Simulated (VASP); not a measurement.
# Cd (P6_3/mmc) in VASP: a series of runs, part 2 of 2

VASP 6.6.1.

## 3. Electric field gradients, PBEsol

This run uses another cell than the first one, of 21.59 Å³/atom, 1.053 times its volume.

INCAR reads:

```
  PREC = Accurate
  ENCUT = 520
  EDIFF = 1E-8
  ISMEAR = -1
  SIGMA = 0.05
  LREAL = F
  LASPH = T
  NELM = 60
  ALGO = Normal
  ISIF = 2
  LWAVE = F
  LCHARG = F
  GGA = PS
  LEFG = T
  NBANDS = 19
```

KPOINTS reads:

```
Automatic mesh
0
Gamma
  14 14 7
```

POSCAR reads:

```
Cd
1.0
    2.9788725081      0.0000000000      0.0000000000
   -1.4894362540      2.5797792666      0.0000000000
    0.0000000000      0.0000000000      5.6176500000
Cd
2
Direct
    0.3333333333      0.6666666667      0.2500000000
    0.6666666667      0.3333333333      0.7500000000
```

Potentials or basis: VASP PAW PBE potentials, release 64 (Cd).

The run is started by

```
$ cat potpaw_PBE.64/Cd/POTCAR > POTCAR
$ mpirun -np 1 vasp_std > vasp.out
```

OUTCAR:

```text
PREC = Accurate
   ENCUT = 520
   EDIFF = 1E-8
   ISMEAR = -1
   LREAL = F
   LASPH = T
   NELM = 60
   ISIF = 2
   GGA = PS

 ion  position               nearest neighbor table
   1  0.333  0.667  0.250-   2 3.29   2 3.29   2 3.29   2 3.29   2 3.29   2 3.29
   2  0.667  0.333  0.750-   1 3.29   1 3.29   1 3.29   1 3.29   1 3.29   1 3.29

  LATTYP: Found a hexagonal cell.
 ALAT       =     2.9788725081
 C/A-ratio  =     1.8858309594

  Lattice vectors:

 A1 = (   2.9788725081,   0.0000000000,   0.0000000000)
 A2 = (  -1.4894362540,   2.5797792666,   0.0000000000)
 A3 = (   0.0000000000,   0.0000000000,   5.6176500000)

Analysis of symmetry for initial positions (statically):
=====================================================================
 Subroutine PRICEL returns:
 Original cell was already a primitive cell.

 Routine SETGRP: Setting up the symmetry group for a
[... 719 lines left out ...]
  energy-cutoff  :      520.00
  volume of cell :       43.17
      direct lattice vectors                 reciprocal lattice vectors
     2.978872508  0.000000000  0.000000000     0.335697482  0.193815032  0.000000000
    -1.489436254  2.579779267  0.000000000     0.000000000  0.387630063  0.000000000
     0.000000000  0.000000000  5.617650000     0.000000000  0.000000000  0.178010378

 POSITION                                       TOTAL-FORCE (eV/Angst)
 -----------------------------------------------------------------------------------
     -0.00000      1.71985      1.40441         0.000000     -0.000000      0.000000
      1.48944      0.85993      4.21324        -0.000000      0.000000      0.000000
 -----------------------------------------------------------------------------------
    total drift:                                0.000000     -0.000000      0.000000

  FREE ENERGIE OF THE ION-ELECTRON SYSTEM (eV)
  ---------------------------------------------------
  free  energy   TOTEN  =        -2.3889129326 eV

  energy  without entropy=       -2.3827780284  energy(sigma->0) =       -2.38584548

 Electric field gradients (V/A^2)
---------------------------------------------------------------------
 ion       V_xx      V_yy      V_zz      V_xy      V_xz      V_yz
---------------------------------------------------------------------
   1     -40.876   -40.875    81.751     0.001     0.000    -0.000
   2     -40.876   -40.875    81.751     0.001    -0.000     0.000
---------------------------------------------------------------------

 Electric field gradients after diagonalization (V/A^2)
 (convention: |V_zz| > |V_xx| > |V_yy|)
----------------------------------------------------------------------
 ion       V_xx      V_yy      V_zz     asymmetry (V_yy - V_xx)/ V_zz
----------------------------------------------------------------------
   1     -40.877   -40.874    81.751       0.000
   2     -40.877   -40.874    81.751       0.000
----------------------------------------------------------------------

           NMR quadrupolar parameters

 Cq : quadrupolar parameter    Cq=e*Q*V_zz/h
 eta: asymmetry parameters     (V_yy - V_xx)/ V_zz
 Q  : nuclear electric quadrupole moment in mb (millibarn)
----------------------------------------------------------------------
 ion       Cq(MHz)       eta       Q (mb)
----------------------------------------------------------------------
   1       0.198       0.000       1.000
   2       0.198       0.000       1.000
----------------------------------------------------------------------
```

OSZICAR:

```text
N       E                     dE             d eps       ncg     rms          rms(c)
DAV:   1     0.177109249515E+03    0.17711E+03   -0.13164E+04  3648   0.127E+03
DAV:   2     0.155233638096E+01   -0.17556E+03   -0.16952E+03  3783   0.335E+02
DAV:   3    -0.255719699024E+01   -0.41095E+01   -0.41009E+01  4174   0.585E+01
DAV:   4    -0.256454651013E+01   -0.73495E-02   -0.73490E-02  3974   0.234E+00
DAV:   5    -0.256456853241E+01   -0.22022E-04   -0.22022E-04  4055   0.125E-01    0.438E+00
DAV:   6    -0.240185834931E+01    0.16271E+00   -0.38232E-01  3998   0.755E+00    0.353E+00
DAV:   7    -0.239061476396E+01    0.11244E-01   -0.29490E-02  4012   0.157E+00    0.193E+00
DAV:   8    -0.238887561494E+01    0.17391E-02   -0.32350E-03  3897   0.697E-01    0.913E-02
DAV:   9    -0.238889165027E+01   -0.16035E-04   -0.28546E-05  4082   0.557E-02    0.422E-02
DAV:  10    -0.238891315540E+01   -0.21505E-04   -0.15977E-05  3946   0.427E-02    0.347E-03
DAV:  11    -0.238891304960E+01    0.10581E-06   -0.10966E-07  4016   0.318E-03    0.150E-03
DAV:  12    -0.238891291360E+01    0.13600E-06   -0.67952E-09  3114   0.701E-04    0.875E-04
DAV:  13    -0.238891292956E+01   -0.15956E-07   -0.47981E-10  2082   0.231E-04    0.247E-04
DAV:  14    -0.238891293256E+01   -0.30063E-08   -0.49693E-11  2010   0.728E-05
   1 F= -.23889129E+01 E0= -.23858455E+01  d E =-.613490E-02
```

Run time: 76 s. Hardware: 1 thread of AMD EPYC 7R43 (Zen 3), shared host; peak memory 0.16 GiB.

What came out:

* Free energy: -2.3889 eV
* Pressure: -1.1 GPa
* Band gap on the k mesh: zero (band 12 reaches 4.08 eV, above the bottom of band 13 at -0.25 eV)

Electric field gradients, principal values (V/Å²):
```tsv
atom	least	middle	greatest (by size)
1 Cd	-40.874	-40.877	81.751
2 Cd	-40.874	-40.877	81.751
```

Caveat: without QUAD_EFG the Cq values of the log hold for a quadrupole moment of 1 mb, not for the nuclei; the PAW data sets were made with another functional, which shifts forces and pressure a little.

## 4. Electric field gradients, PBEsol

This run uses another cell than the first one, of 21.59 Å³/atom, 1.053 times its volume.

INCAR reads:

```
SYSTEM = Cd
  PREC = Accurate
  ENCUT = 520
  EDIFF = 1E-8
  ISMEAR = -1
  SIGMA = 0.05
  LREAL = .False.
  LASPH = .True.
  NELM = 60
  ALGO = Normal
  ISIF = 2
  LWAVE = .False.
  LCHARG = .False.
  GGA = PS
  LEFG = .True.
  NBANDS = 19
```

KPOINTS reads:

```
regular mesh
0
Gamma
  14 14 7
  0 0 0
```

POSCAR is that of step 3.

Potentials or basis: VASP PAW PBE potentials, release 64 (Cd).

The run is started by

```
$ cat potpaw_PBE.64/Cd/POTCAR > POTCAR
$ mpirun -np 1 vasp_std > vasp.out
```

OUTCAR:

```text
SYSTEM = Cd
   PREC = Accurate
   ENCUT = 520
   EDIFF = 1E-8
   ISMEAR = -1
   LREAL = .False.
   LASPH = .True.
   NELM = 60
   ISIF = 2
   GGA = PS

 ion  position               nearest neighbor table
   1  0.333  0.667  0.250-   2 3.29   2 3.29   2 3.29   2 3.29   2 3.29   2 3.29
   2  0.667  0.333  0.750-   1 3.29   1 3.29   1 3.29   1 3.29   1 3.29   1 3.29

  LATTYP: Found a hexagonal cell.
 ALAT       =     2.9788725081
 C/A-ratio  =     1.8858309594

  Lattice vectors:

 A1 = (   2.9788725081,   0.0000000000,   0.0000000000)
 A2 = (  -1.4894362540,   2.5797792666,   0.0000000000)
[... 743 lines left out ...]
  free  energy   TOTEN  =        -2.3889129326 eV

  energy  without entropy=       -2.3827780284  energy(sigma->0) =       -2.38584548

 Electric field gradients (V/A^2)
---------------------------------------------------------------------
 ion       V_xx      V_yy      V_zz      V_xy      V_xz      V_yz
---------------------------------------------------------------------
   1     -40.876   -40.875    81.751     0.001     0.000    -0.000
   2     -40.876   -40.875    81.751     0.001    -0.000     0.000
---------------------------------------------------------------------

 Electric field gradients after diagonalization (V/A^2)
 (convention: |V_zz| > |V_xx| > |V_yy|)
----------------------------------------------------------------------
 ion       V_xx      V_yy      V_zz     asymmetry (V_yy - V_xx)/ V_zz
----------------------------------------------------------------------
   1     -40.877   -40.874    81.751       0.000
   2     -40.877   -40.874    81.751       0.000
----------------------------------------------------------------------

           NMR quadrupolar parameters

 Cq : quadrupolar parameter    Cq=e*Q*V_zz/h
 eta: asymmetry parameters     (V_yy - V_xx)/ V_zz
 Q  : nuclear electric quadrupole moment in mb (millibarn)
----------------------------------------------------------------------
 ion       Cq(MHz)       eta       Q (mb)
----------------------------------------------------------------------
   1       0.198       0.000       1.000
   2       0.198       0.000       1.000
----------------------------------------------------------------------
```

Wall time 88 s (1 thread of AMD EPYC 7R43 (Zen 3), shared host); peak memory 0.16 GiB.

Results:

```yaml
Free_energy: -2.3889 eV
Pressure: -1.1 GPa
Band_gap_on_the_k_mesh: zero (band 12 reaches 4.08 eV, above the bottom of band 13 at -0.25 eV)
```

Electric field gradients, principal values (V/Å²):
| atom | least | middle | greatest (by size) |
| --- | --- | --- | --- |
| 1 Cd | -40.874 | -40.877 | 81.751 |
| 2 Cd | -40.874 | -40.877 | 81.751 |

Caveat: without QUAD_EFG the Cq values of the log hold for a quadrupole moment of 1 mb, not for the nuclei; the PAW data sets were made with another functional, which shifts forces and pressure a little.
